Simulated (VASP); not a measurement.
A run of VASP 6.6.1 is set up as follows.

Contents of POSCAR:

```
MnPt2
1.0
    2.8197726289      0.0000000000      0.0000000000
   -1.4098863145      2.4419947296      0.0000000000
    0.0000000000      0.0000000000      6.4442160962
Pt Mn
2 1
Direct
    0.6666666667      0.3333333333      0.3162060000
    0.3333333333      0.6666666667      0.6837940000
    0.0000000000      0.0000000000      0.0000000000
```

Contents of INCAR.step1:

```
SYSTEM = MnPt2
  PREC = Accurate
  ENCUT = 520
  ISMEAR = -1
  SIGMA = 0.05
  LREAL = .FALSE.
  LASPH = .TRUE.
  NELM = 150
  ISPIN = 2
  MAGMOM = 0 0 4
  LMAXMIX = 4
  NBANDS = 28
  GGA = PE
  ALGO = Normal
  EDIFF = 1E-4
  LWAVE = .TRUE.
  LCHARG = .FALSE.
```

Contents of INCAR.step2:

```
SYSTEM = MnPt2
  PREC = Accurate
  ENCUT = 520
  EDIFF = 1E-6
  ISMEAR = -1
  SIGMA = 0.05
  LREAL = .FALSE.
  LASPH = .TRUE.
  NELM = 150
  ALGO = Normal
  ISIF = 2
  LWAVE = .FALSE.
  LCHARG = .FALSE.
  ISPIN = 2
  MAGMOM = 0 0 4
  LORBIT = 11
  LMAXMIX = 4
  METAGGA = R2SCAN
  LMIXTAU = .TRUE.
  NBANDS = 28
  ISTART = 1
```

KPOINTS

```
regular mesh
0
G
  11 11 4
  0 0 0
```

Potentials or basis: VASP PAW PBE potentials, release 64 (Pt, Mn_pv).

Launch:

```console
$ cat potpaw_PBE.64/Pt/POTCAR potpaw_PBE.64/Mn_pv/POTCAR > POTCAR
$ cp INCAR.step1 INCAR
$ mpirun -np 1 vasp_std > vasp.out
$ cp INCAR.step2 INCAR
$ mpirun -np 1 vasp_std > vasp.out
```

What does it give for the site moments?

Pt +0.32; Mn +4.00 μB.

Estimate the pressure.

7.0 GPa.

What does it give for the net moment?

4.79 μB per cell.

Estimate the largest force.

0.153 eV/Å.

Stress tensor (GPa, compression positive):
```
5.96 0.00 0.00
0.00 5.96 0.00
0.00 0.00 8.96
```

Caveat: the cell stands under pressure; the PAW data sets were made with another functional, which shifts forces and pressure a little.
